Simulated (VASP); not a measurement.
# MgO (m.b) (Fm-3m) in VASP: notebook

MgO (m.b) is run at these levels: PBE; tasks: single point, relaxation of cell and atoms.

Program: VASP 6.6.1. These are calculated values, not measurements. Logs are shortened: lines on timing, memory, paths and dates and some standing lists are left out, and cuts for length are marked.

### 1 The cell of the first run

It takes space group Fm-3m (No. 225, cubic). The conventional cell has a = 4.220 Å, b = 4.220 Å, c = 4.220 Å, α = 90.00°, β = 90.00°, γ = 90.00°. Within 2.8 Å of Mg (site symmetry m-3m) lie 6 O at 2.11 Å. Within 2.8 Å of O (site symmetry m-3m) lie 6 Mg at 2.11 Å.

### 2 Single point, PBE

Input file INCAR:

```
  ALGO = Normal
  EDIFF = 1E-6
  ENCUT = 600
  GGA = PE
  GGA_COMPAT = False
  ISIF = 2
  ISMEAR = 0
  LASPH = True
  LCHARG = False
  LREAL = False
  LWAVE = False
  NBANDS = 11
  NELM = 120
  PREC = Accurate
  SIGMA = 0.1
```

Input file KPOINTS:

```
k-points
0
Gamma
  8 8 8
```

Input file POSCAR:

```
MgO
1.0
    0.0000000000      2.1100000000      2.1100000000
    2.1100000000      0.0000000000      2.1100000000
    2.1100000000      2.1100000000      0.0000000000
Mg O
1 1
Direct
    0.0000000000      0.0000000000      0.0000000000
    0.5000000000      0.5000000000      0.5000000000
```

Potentials or basis: VASP PAW PBE potentials, release 64 (Mg, O).

The run is started by

```
$ cat potpaw_PBE.64/Mg/POTCAR potpaw_PBE.64/O/POTCAR > POTCAR
$ mpirun -np 1 vasp_std > vasp.out
```

OUTCAR:

```text
EDIFF = 1E-6
   ENCUT = 600
   GGA = PE
   ISIF = 2
   ISMEAR = 0
   LASPH = True
   LREAL = False
   NELM = 120
   PREC = Accurate

 ion  position               nearest neighbor table
   1  0.000  0.000  0.000-   2 2.11   2 2.11   2 2.11   2 2.11   2 2.11   2 2.11
   2  0.500  0.500  0.500-   1 2.11   1 2.11   1 2.11   1 2.11   1 2.11   1 2.11

  LATTYP: Found a face centered cubic cell.
 ALAT       =     4.2200000000

  Lattice vectors:

 A1 = (   0.0000000000,   2.1100000000,   2.1100000000)
 A2 = (   2.1100000000,   0.0000000000,   2.1100000000)
 A3 = (   2.1100000000,   2.1100000000,   0.0000000000)

Analysis of symmetry for initial positions (statically):
=====================================================================
 Subroutine PRICEL returns:
 Original cell was already a primitive cell.

 Routine SETGRP: Setting up the symmetry group for a
 face centered cubic supercell.

 Subroutine GETGRP returns: Found 48 space group operations
 (whereof 48 operations were pure point group operations)
 out of a pool of 48 trial point group operations.

The static configuration has the point symmetry O_h .

Analysis of symmetry for dynamics (positions and initial velocities):
=====================================================================
 Subroutine PRICEL returns:
 Original cell was already a primitive cell.

 Routine SETGRP: Setting up the symmetry group for a
 face centered cubic supercell.

 Subroutine GETGRP returns: Found 48 space group operations
 (whereof 48 operations were pure point group operations)
 out of a pool of 48 trial point group operations.

The dynamic configuration has the point symmetry O_h .

 Subroutine INISYM returns: Found 48 space group operations
 (whereof 48 operations are pure point group operations),
 and found     1 'primitive' translations

----------------------------------------------------------------------------------------

                                     Primitive cell

  volume of cell :      18.7879

  direct lattice vectors                    reciprocal lattice vectors
     0.000000000  2.110000000  2.110000000    -0.236966825  0.236966825  0.236966825
     2.110000000  0.000000000  2.110000000     0.236966825 -0.236966825  0.236966825
     2.110000000  2.110000000  0.000000000     0.236966825  0.236966825 -0.236966825

  length of vectors
     2.983990617  2.983990617  2.983990617     0.410438580  0.410438580  0.410438580

  position of ions in fractional coordinates (direct lattice)
     0.000000000  0.000000000  0.000000000
     0.500000000  0.500000000  0.500000000

  ion indices of the primitive-cell ions
   primitive index   ion index
                 1           1
                 2           2

----------------------------------------------------------------------------------------

 KPOINTS: k-points

Automatic generation of k-mesh.
 Grid dimensions read from file:
 generate k-points for:    8    8    8

 Generating k-lattice:

  Cartesian coordinates                     Fractional coordinates (reciprocal lattice)
    -0.029620853  0.029620853  0.029620853     0.125000000  0.000000000  0.000000000
     0.029620853 -0.029620853  0.029620853     0.000000000  0.125000000  0.000000000
     0.029620853  0.029620853 -0.029620853     0.000000000  0.000000000  0.125000000

  Length of vectors
     0.051304822  0.051304822  0.051304822

  Shift w.r.t. Gamma in fractional coordinates (k-lattice)
     0.000000000  0.000000000  0.000000000

 Subroutine IBZKPT returns following result:
 ===========================================

 Found     29 irreducible k-points:

 Following reciprocal coordinates:
            Coordinates               Weight
  0.000000  0.000000  0.000000      1.000000
  0.125000  0.000000  0.000000      8.000000
  0.250000  0.000000  0.000000      8.000000
  0.375000  0.000000  0.000000      8.000000
  0.500000  0.000000  0.000000      4.000000
  0.125000  0.125000  0.000000      6.000000
[... 16 lines left out ...]
  0.500000  0.250000  0.125000     48.000000
 -0.375000  0.250000  0.125000     24.000000
 [... further k-points ...]
   k-points           NKPTS =     29   k-points in BZ     NKDIM =     29   number of bands    NBANDS=     11
   number of dos      NEDOS =    301   number of ions     NIONS =      2
   total plane-waves  NPLWV =  13824
   dimension x,y,z NGX =    24 NGY =   24 NGZ =   24
   dimension x,y,z NGXF=    48 NGYF=   48 NGZF=   48
   ions per type =               1   1
   NGX,Y,Z   is equivalent  to a cutoff of  13.37, 13.37, 13.37 a.u.
   NGXF,Y,Z  is equivalent  to a cutoff of  26.74, 26.74, 26.74 a.u.
 SYSTEM =  unknown system
   PREC   = accura    normal or accurate (medium, high low for compatibility)
   ISTART =      0    job   : 0-new  1-cont  2-samecut
   ICHARG =      2    charge: 1-file 2-atom 10-const
   ISPIN  =      1    spin polarized calculation?
   LNONCOLLINEAR =      F non collinear calculations
   LSORBIT =      F    spin-orbit coupling
   LASPH  =      T    aspherical Exc in radial PAW
   ENCUT  =  600.0 eV  44.10 Ry    6.64 a.u.   5.96  5.96  5.96*2*pi/ulx,y,z
   NELM   =    120;   NELMIN=  2; NELMDL= -5     # of ELM steps
   EDIFF  = 0.1E-05   stopping-criterion for ELM
   LREAL  =      F    real-space projection
   EDIFFG = 0.1E-04   stopping-criterion for IOM
   NSW    =      0    number of steps for IOM
   IBRION =     -1    ionic relax: 0-MD 1-quasi-New 2-CG
   NFREE  =      0    steps in history (QN), initial steepest desc. (CG)
   ISIF   =      2    stress and relaxation
   ISYM   =      2    0-nonsym 1-usesym 2-fastsym
   POTIM  = 0.5000    time-step for ionic-motion
   TEBEG  =    0.0;   TEEND  =   0.0 temperature during run
   PSTRESS=    0.0 pullay stress
   NELECT =       8.0000    total number of electrons
   NUPDOWN=      -1.0000    fix difference up-down
   EMIN   =  10.00;   EMAX   =-10.00  energy-range for DOS
   EFERMI =   0.00;   METHOD = LEGACY
   ISMEAR =     0;   SIGMA  =   0.10  broadening in eV -4-tet -1-fermi 0-gaus
   EFERMI_NEDOS =   21; number of points for ismear=-14 and -15
   IALGO  =     38    algorithm
   IMIX   =      4    mixing-type and parameters
     AMIX     =   0.40;   BMIX     =  1.00
     AMIX_MAG =   1.60;   BMIX_MAG =  1.00
  volume/ion in A,a.u.               =       9.39        63.39
  Fermi-wavevector in a.u.,A,eV,Ry     =   1.231627  2.327437 20.638731  1.516904
  Thomas-Fermi vector in A             =   2.366429
   LORBIT       =      0    0 simple, 1 ext, 2 COOP (PROOUT), +10 PAW based schemes
   GGA     = PE    functional components
   LHFCALC =     F    Hartree Fock is set to
   AEXX    =    0.0000 exact exchange contribution
   IVDW    =     0    specifies the selected vdW correction
   LEPSILON=     F    determine dielectric tensor
   LRPA    =     F    only Hartree local field effects (RPA)
 non-spin polarized calculation
 Gauss-broadening in eV      SIGMA  =   0.10
  energy-cutoff  :      600.00
  volume of cell :       18.79
 maximum number of plane-waves:       638
   NGX = 11   NGY = 11   NGZ = 11

 number of electron       8.0000005 magnetization

 Free energy of the ion-electron system (eV)
  ---------------------------------------------------
  ext. energy  EPLUGINS =         0.00000000
  ---------------------------------------------------
  free energy    TOTEN  =       -11.91128813 eV

  energy without entropy =      -11.91128813  energy(sigma->0) =      -11.91128813

 E-fermi :   3.6273     XC(G=0): -11.0515

 val. band max:        3.1428070528   @ k =   0.0000   0.0000   0.0000
 cond. band min:       7.8156810859   @ k =   0.0000   0.0000   0.0000
 fundamental gap:      4.6728740331
 Fermi energy:         3.6273196355

 k-point     1 :       0.0000    0.0000    0.0000
  band No.  band energies     occupation
      1     -14.0909      2.00000
      2       3.1428      2.00000
      3       3.1428      2.00000
      4       3.1428      2.00000
      5       7.8157      0.00000
      6      18.9130      0.00000
      7      18.9130      0.00000
      8      18.9130      0.00000
      9      22.8136      0.00000
     10      24.5825      0.00000
     11      24.5825      0.00000

 k-point     2 :       0.1250    0.0000    0.0000
  band No.  band energies     occupation
      1     -13.9294      2.00000
      2       2.1908      2.00000
      3       3.0407      2.00000
      4       3.0407      2.00000
      5       8.7306      0.00000
      6      17.2352      0.00000
      7      19.2684      0.00000
      8      19.2684      0.00000
      9      23.6055      0.00000
     10      23.6055      0.00000
     11      24.9554      0.00000

 k-point     3 :       0.2500    0.0000    0.0000
  band No.  band energies     occupation
      1     -13.5100      2.00000
      2       0.4950      2.00000
      3       2.8056      2.00000
      4       2.8056      2.00000
      5      10.1800      0.00000
      6      15.6830      0.00000
      7      19.7510      0.00000
      8      19.7510      0.00000
      9      23.2161      0.00000
     10      23.2161      0.00000
     11      25.0426      0.00000

 k-point     4 :       0.3750    0.0000    0.0000
  band No.  band energies     occupation
      1     -13.0376      2.00000
      2      -0.9030      2.00000
      3       2.5843      2.00000
      4       2.5843      2.00000
      5      10.9045      0.00000
      6      15.4668      0.00000
      7      19.5681      0.00000
      8      19.5681      0.00000
      9      24.2580      0.00000
     10      24.5265      0.00000
     11      24.5265      0.00000
[... 239 lines left out ...]
 k-point    22 :       0.3750    0.2500    0.1250
  band No.  band energies     occupation
      1     -13.2096      2.00000
      2       0.1410      2.00000
      3       1.9992      2.00000
      4       2.5332      2.00000
      5      11.5796      0.00000
      6      14.6084      0.00000
      7      18.1616      0.00000
      8      20.6240      0.00000
      9      21.2038      0.00000
     10      25.5175      0.00000
     11      28.8736      0.00000

 k-point    23 :       0.5000    0.2500    0.1250
  band No.  band energies     occupation
      1     -12.8376      2.00000
      2      -0.5437      2.00000
      3       1.4277      2.00000
      4       2.2827      2.00000
      5      12.5907      0.00000
      6      14.7580      0.00000
      7      17.0024      0.00000
      8      20.2191      0.00000
      9      22.7672      0.00000
     10      25.4778      0.00000
     11      29.0737      0.00000

 k-point    24 :      -0.3750    0.2500    0.1250
  band No.  band energies     occupation
      1     -12.6724      2.00000
      2      -0.8346      2.00000
      3       1.2214      2.00000
      4       2.1640      2.00000
      5      12.7761      0.00000
      6      15.2876      0.00000
      7      16.5748      0.00000
      8      19.9730      0.00000
      9      23.6041      0.00000
     10      25.1458      0.00000
     11      29.2141      0.00000

 [... further k-points ...]

------------------------ aborting loop because EDIFF is reached ----------------------------------------

  FORCE on cell =-STRESS in cart. coord.  units (eV):
  Direction    XX          YY          ZZ          XY          YZ          ZX
  --------------------------------------------------------------------------------------
  -------------------------------------------------------------------------------------
  Total        0.3234125      0.3234125      0.3234125     -0.0000000     -0.0000000     -0.0000000
  in kB       27.5797339     27.5797339     27.5797339     -0.0000000     -0.0000000     -0.0000000
  external PRESSURE =      27.5797339 kB  Pullay stress =       0.0000000 kB

 VOLUME and BASIS-vectors are now :
 -----------------------------------------------------------------------------
  energy-cutoff  :      600.00
  volume of cell :       18.79
      direct lattice vectors                 reciprocal lattice vectors
     0.000000000  2.110000000  2.110000000    -0.236966825  0.236966825  0.236966825
     2.110000000  0.000000000  2.110000000     0.236966825 -0.236966825  0.236966825
     2.110000000  2.110000000  0.000000000     0.236966825  0.236966825 -0.236966825

 POSITION                                       TOTAL-FORCE (eV/Angst)
 -----------------------------------------------------------------------------------
      0.00000      0.00000      0.00000         0.000000      0.000000     -0.000000
      2.11000      2.11000      2.11000         0.000000      0.000000      0.000000
 -----------------------------------------------------------------------------------
    total drift:                               -0.000000     -0.000000      0.000000

  FREE ENERGIE OF THE ION-ELECTRON SYSTEM (eV)
  ---------------------------------------------------
  free  energy   TOTEN  =       -11.9112881253 eV

  energy  without entropy=      -11.9112881253  energy(sigma->0) =      -11.91128813
```

Run time: 5.1 s. Hardware: 1 thread of Intel Xeon Platinum 8559C (Emerald Rapids), shared host; peak memory 0.13 GiB.

What came out:

| Item | Value |
| --- | --- |
| Free energy | -11.9113 eV |
| Pressure | 2.8 GPa |
| Band gap on the k mesh | 4.67 eV, direct |

### 3 Single point, PBE

This run uses another cell than the first one, of 9.63 Å³/atom, 1.025 times its volume.

INCAR: that of step 2 with these lines changed.

```diff
@@ -14,2 +14,2 @@
   PREC = Accurate
-  SIGMA = 0.1
+  SIGMA = 0.02
```

Input file KPOINTS:

```
k-points
0
Gamma
  10 10 10
```

Input file POSCAR:

```
MgO
1.0
    0.0000000000      2.1272184804      2.1272184804
    2.1272184804      0.0000000000      2.1272184804
    2.1272184804      2.1272184804      0.0000000000
Mg O
1 1
Direct
    0.0000000000      0.0000000000      0.0000000000
    0.5000000000      0.5000000000      0.5000000000
```

Potentials or basis: VASP PAW PBE potentials, release 64 (Mg, O).

The run is started by

```
$ cat potpaw_PBE.64/Mg/POTCAR potpaw_PBE.64/O/POTCAR > POTCAR
$ mpirun -np 1 vasp_std > vasp.out
```

Run time: 6.3 s. Hardware: 1 thread of Intel Xeon Platinum 8559C (Emerald Rapids), shared host; peak memory 0.14 GiB.

The run converged. Its results:

```yaml
Free_energy: -11.9148 eV
Pressure: -1.1 GPa
Band_gap_on_the_k_mesh: 4.44 eV, direct
```

Levels at points of the mesh, in eV from the valence-band top:
```csv
k point,band 2,band 3,band 4,band 5,band 6,band 7
"(0.00, 0.00, 0.00)",0.00,0.00,0.00,4.44,15.63,15.63
"(0.50, 0.00, 0.00)",-4.49,-0.62,-0.62,7.71,12.27,16.00
"(0.50, 0.50, 0.00)",-3.96,-1.31,-1.31,9.08,9.65,12.78
```

### 4 Relaxation of cell and atoms, PBE

Input file INCAR:

```
SYSTEM = MgO
PREC     = Accurate       ! precision mode
ENCUT    = 600            ! plane-wave cutoff, eV
EDIFF    = 1E-7           ! SCF threshold, eV
ISMEAR   = 0              ! smearing method
SIGMA    = 0.02           ! smearing width, eV
LREAL    = .FALSE.        ! projectors in reciprocal space
LASPH    = .TRUE.         ! aspherical terms in the spheres
NELM     = 120            ! most SCF steps
ALGO     = Normal         ! electronic algorithm
ISIF     = 3              ! what is computed and relaxed
LWAVE    = .FALSE.        ! write WAVECAR
LCHARG   = .FALSE.        ! write CHGCAR
GGA      = PE             ! functional
IBRION   = 2              ! ionic algorithm
NSW      = 100            ! ionic steps
EDIFFG   = -0.002         ! ionic threshold
GGA_COMPAT= .FALSE.      
NELMIN   = 4
```

Input file KPOINTS:

```
regular mesh
0
G
  10 10 10
  0 0 0
```

Input file POSCAR:

```
MgO
1.0
    0.0000000000      2.1100000000      2.1100000000
    2.1100000000      0.0000000000      2.1100000000
    2.1100000000      2.1100000000      0.0000000000
Mg O
1 1
Direct
    0.0000000000      0.0000000000      0.0000000000
    0.5000000000      0.5000000000      0.5000000000
```

The run is started by

```
$ cat potpaw_PBE.64/Mg/POTCAR potpaw_PBE.64/O/POTCAR > POTCAR
$ mpirun -np 1 vasp_std > vasp.out
```

Run time: 9.6 s. Hardware: 1 thread of Intel Xeon Platinum 8559C (Emerald Rapids), shared host; peak memory 0.14 GiB.

Results (log left out):

```
Free energy                            : -11.9142 eV
Relaxed volume                         : 9.56 Å³/atom
Relaxed cell                           : a = 3.002 Å, b = 3.002 Å, c = 3.002 Å, α = 60.00°, β = 60.00°, γ = 60.00°
Space group after relaxing (to 0.05 Å) : Fm-3m (No. 225)
Energy gained by relaxing              : 1.4 meV/atom
Ionic steps                            : 3
Pressure after relaxing                : 0.0 GPa
Band gap on the k mesh                 : 4.50 eV, direct
```

The path:
```csv
step,energy change (eV),largest force (eV/Å),pressure (GPa),volume (Å³)
1,0.0000,0.0000,2.77,18.79
2,-0.0025,0.0000,-0.86,19.23
3,-0.0028,0.0000,0.00,19.12
```

Final structure:
```yaml
crystal:
  lattice:
    - [0.00000, 2.12242, 2.12242]
    - [2.12242, 0.00000, 2.12242]
    - [2.12242, 2.12242, 0.00000]
  atoms:
    - { symbol: Mg, position: [0.00000, 0.00000, 0.00000] }
    - { symbol: O, position: [0.50000, 0.50000, 0.50000] }
```

Levels at points of the mesh, in eV from the valence-band top:
| k point | band 2 | band 3 | band 4 | band 5 | band 6 | band 7 |
| --- | --- | --- | --- | --- | --- | --- |
| (0.00, 0.00, 0.00) | 0.00 | 0.00 | 0.00 | 4.50 | 15.67 | 15.67 |
| (0.50, 0.00, 0.00) | -4.52 | -0.63 | -0.63 | 7.75 | 12.34 | 16.07 |
| (0.50, 0.50, 0.00) | -3.99 | -1.32 | -1.32 | 9.09 | 9.72 | 12.85 |

### 5 Overview

```csv
task,cell,k mesh,smearing,gap on the mesh (eV),pressure (GPa)
single point,"a = 2.984 Å, angles 60.0°, 2 atoms",8 × 8 × 8,gaussian 0.1 eV,4.67,2.8
single point,"a = 3.008 Å, angles 60.0°, 2 atoms",10 × 10 × 10,gaussian 0.02 eV,4.44,-1.1
relaxation of cell and atoms,"relaxed from a = 2.984 Å, angles 60.0°, 2 atoms",10 × 10 × 10,gaussian 0.02 eV,4.50,0.0
```

Alike in all rows: level PBE; potentials or basis VASP PAW PBE potentials, release 64 (Mg, O); no spin polarisation; cutoff (eV) 600.

Absolute energies hang on the potentials; compare differences alone.
